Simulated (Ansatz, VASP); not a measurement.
## Two plane-wave programs on Hf5C3

```
Hf C
1.0
     5.93358    0.00000    0.00000
    -2.96679    5.13863    0.00000
     0.00000    0.00000    6.05462
Hf C
5 3
Direct
  0.50000 0.00000 0.50000
  0.00000 0.50000 0.50000
  0.50000 0.50000 0.50000
  0.33333 0.66667 0.95355
  0.66667 0.33333 0.04645
  0.33333 0.66667 0.28727
  0.66667 0.33333 0.71273
  0.00000 0.00000 0.00000
```

Alike in both runs: functional PBE; k mesh 4 × 4 × 3; occupations gaussian, width 0.2 eV; no spin polarisation.

Ansatz relaxed the structure, and its values are those at the end. VASP's run is a single point on that final structure, the one shown.

```csv
,VASP,Ansatz
version,VASP 6.6.1,Ansatz 0.2.0
potentials or method,"VASP PAW PBE potentials, release 64 (Hf_pv, C), cutoff 520 eV","scalar-relativistic, plane waves, PAW"
valence electrons in the cell,62,142
```

Ansatz gave:

* gap on the k mesh at the Fermi level (eV): none
* pressure (GPa): 0.5
* rms of the force components (eV/Å): 0.018

Which values does VASP return?

gap on the k mesh at the Fermi level (eV): none; pressure (GPa): 0.2; rms of the force components (eV/Å): 0.023.

A gap of «none» marks a metal or a gap that the smearing closes. With one functional, cell and mesh, what is left measures potentials, basis and numerics. VASP's potentials hold 62 valence electrons a cell and Ansatz's 142, so a difference there can come from the potentials and not from the codes.

Neither program's run includes spin-orbit coupling.
